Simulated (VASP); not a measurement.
Input of a VASP 6.6.1 run:

INCAR

```
SYSTEM = SiGe2
  PREC = Accurate
  ENCUT = 520
  EDIFF = 1E-6
  ISMEAR = 0
  SIGMA = 0.1
  LREAL = .FALSE.
  LASPH = .TRUE.
  NELM = 80
  ALGO = Normal
  ISIF = 2
  LWAVE = .FALSE.
  LCHARG = .TRUE.
  GGA = PE
  LELF = .TRUE.
  LVHAR = .TRUE.
  NBANDS = 41
```

The input KPOINTS:

```
regular mesh
0
G
  8 8 8
  0 0 0
```

File POSCAR:

```
SiGe2
1.0
    0.0000000000      3.8697374164      3.8697374164
    3.8697374164      0.0000000000      3.8697374164
    3.8697374164      3.8697374164      0.0000000000
Si Ge
2 4
Direct
    0.5000000000      0.5000000000      0.5000000000
    0.7500000000      0.7500000000      0.7500000000
    0.1250000000      0.1250000000      0.1250000000
    0.6250000000      0.1250000000      0.1250000000
    0.1250000000      0.1250000000      0.6250000000
    0.1250000000      0.6250000000      0.1250000000
```

Potentials or basis: VASP PAW PBE potentials, release 64 (Si, Ge_d).

Command:

```console
$ cat potpaw_PBE.64/Si/POTCAR potpaw_PBE.64/Ge_d/POTCAR > POTCAR
$ mpirun -np 1 vasp_std > vasp.out
```

Predict the pressure.

0.0 GPa.

Predict the band gap on the k mesh.

zero (band 32 reaches 6.99 eV, above the bottom of band 33 at 5.14 eV).
